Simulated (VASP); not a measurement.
Here is a VASP 6.6.1 calculation.

INCAR

```
PREC = Accurate
ENCUT = 520
EDIFF = 1E-6
ISMEAR = -1
SIGMA = 0.02
LREAL = False
LASPH = True
NELM = 100
ALGO = Normal
ISIF = 2
LWAVE = False
LCHARG = True
GGA = PE
LVHAR = True
NBANDS = 68
KPAR = 4
```

Contents of KPOINTS:

```
regular mesh
0
Gamma
  3 5 5
```

The input POSCAR:

```
Sr2Cd2SiGeS8
1.0
   10.2821000000      0.0000000000      0.0000000000
    0.0000000000      5.0775500000      3.1849500000
    0.0000000000     -5.0775500000      3.1849500000
Sr Cd Si Ge S
2 2 1 1 8
Direct
   -0.0019268374      0.0022806408      0.0003964046
    0.5019268374      0.0022806408      0.0003964046
    0.7500000000      0.2763475905      0.6102793559
    0.2500000000      0.6097687478      0.2721295406
    0.7500000000      0.7089040807      0.2727837780
    0.2500000000      0.2698321155      0.7016380940
    0.4239173727      0.4704969424      0.9236341809
    0.5820334033      0.9158642510      0.4653969451
    0.0760826273      0.4704969424      0.9236341809
    0.9179665967      0.9158642510      0.4653969451
    0.7500000000      0.7145534862      0.9149286777
    0.2500000000      0.8989716820      0.7141535521
    0.7500000000      0.3284264213      0.1953513265
    0.2500000000      0.1802522074      0.3042206138
```

Potentials or basis: VASP PAW PBE potentials, release 64 (Sr_sv, Cd, Si, Ge_d, S).

The run is started by

```sh
$ cat potpaw_PBE.64/Sr_sv/POTCAR potpaw_PBE.64/Cd/POTCAR potpaw_PBE.64/Si/POTCAR potpaw_PBE.64/Ge_d/POTCAR potpaw_PBE.64/S/POTCAR > POTCAR
$ mpirun -np 4 vasp_std > vasp.out
```

Task: Predict the band gap on the k mesh.

Result: 2.66 eV.

Task: What does it give for the pressure?

Result: 2.2 GPa.

Forces on the atoms (eV/Å):
```
Sr   0.000  0.002  0.006
Sr   0.000  0.002  0.006
Cd   0.000 -0.004 -0.005
Cd   0.000  0.003  0.004
Si   0.000 -0.001 -0.002
Ge   0.000 -0.001 -0.014
S   -0.002  0.014 -0.034
S    0.006 -0.013 -0.033
S    0.002  0.014 -0.034
S   -0.006 -0.013 -0.033
S    0.000 -0.018  0.048
S    0.000  0.014  0.039
S    0.000  0.046  0.019
S    0.000 -0.043  0.033
```

A k mesh can miss the band edges.
